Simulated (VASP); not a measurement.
Set up this calculation in VASP 6.6.1, as the native input.

| Quantity | Value |
| --- | --- |
| Task | single point |
| Functional | r2SCAN |
| Potentials or basis | VASP PAW PBE potentials, release 64 (O) |
| Cutoff | 520 eV |
| k mesh | 12 × 12 × 12 |
| Occupations | gaussian, width 0.05 eV |
| Spin | collinear spin, ferromagnetic start |
| Starting moments | [0.61, 0.61] μB |
| Dipole correction | no |
| Further INCAR settings | ALGO = Normal; EDIFF = 1e-06; NBANDS = 17 |

O:

```
O
1.0
     1.40039    0.80851    3.52098
    -1.40039    0.80851    3.52098
     0.00000   -1.61703    3.52098
O
2
Direct
  0.05770 0.05770 0.05770
  0.94230 0.94230 0.94230
```

This cell differs from its parent crystal: ratio of the length along z to the lengths across it x 1.05, volume and fractional coordinates fixed.

These files were run (other wordings do the same):

POSCAR

```
O
1.0
    1.4003877646      0.8085142529      3.5209836950
   -1.4003877646      0.8085142529      3.5209836950
    0.0000000000     -1.6170285058      3.5209836950
O
2
Direct
    0.0577000000      0.0577000000      0.0577000000
    0.9423000000      0.9423000000      0.9423000000
```

INCAR.step1

```
SYSTEM = O
ALGO = Normal
EDIFF = 1E-4
ENCUT = 520
GGA = PE
ISMEAR = 0
ISPIN = 2
LASPH = .TRUE.
LCHARG = .FALSE.
LREAL = .FALSE.
LWAVE = .TRUE.
MAGMOM = 0.61 0.61
NBANDS = 17
NELM = 150
PREC = Accurate
SIGMA = 0.05
```

INCAR.step2

```
SYSTEM = O
ALGO = Normal
EDIFF = 1E-6
ENCUT = 520
ISIF = 2
ISMEAR = 0
ISPIN = 2
ISTART = 1
LASPH = .TRUE.
LCHARG = .TRUE.
LELF = .TRUE.
LMIXTAU = .TRUE.
LORBIT = 11
LREAL = .FALSE.
LVHAR = .TRUE.
LWAVE = .FALSE.
MAGMOM = 0.61 0.61
METAGGA = R2SCAN
NBANDS = 17
NELM = 150
PREC = Accurate
SIGMA = 0.05
```

KPOINTS

```
k-points
0
G
  12 12 12
  0 0 0
```

Potentials or basis: VASP PAW PBE potentials, release 64 (O).

Command:

```sh
$ cat potpaw_PBE.64/O/POTCAR > POTCAR
$ cp INCAR.step1 INCAR
$ mpirun -np 1 vasp_std > vasp.out
$ cp INCAR.step2 INCAR
$ mpirun -np 1 vasp_std > vasp.out
```

Results of the run:

* Pressure: -4.7 GPa
* Largest force: 0.218 eV/Å
* Band gap on the k mesh: zero (filled and empty bands overlap)
* Net moment: 0.00 μB per cell
* Valence electrons inside the program's atomic spheres: O 4.90

Caveat: the standard files for N, O and F lose accuracy on very short bonds; the stress differs along the axes, from -10 to 5 GPa; the PAW data sets were made with another functional, which shifts forces and pressure a little.

Run time: 8.8 min on 1 thread of Intel(R) Xeon(R) 6975P-C (Granite Rapids) (shared host), peak memory 0.25 GiB.
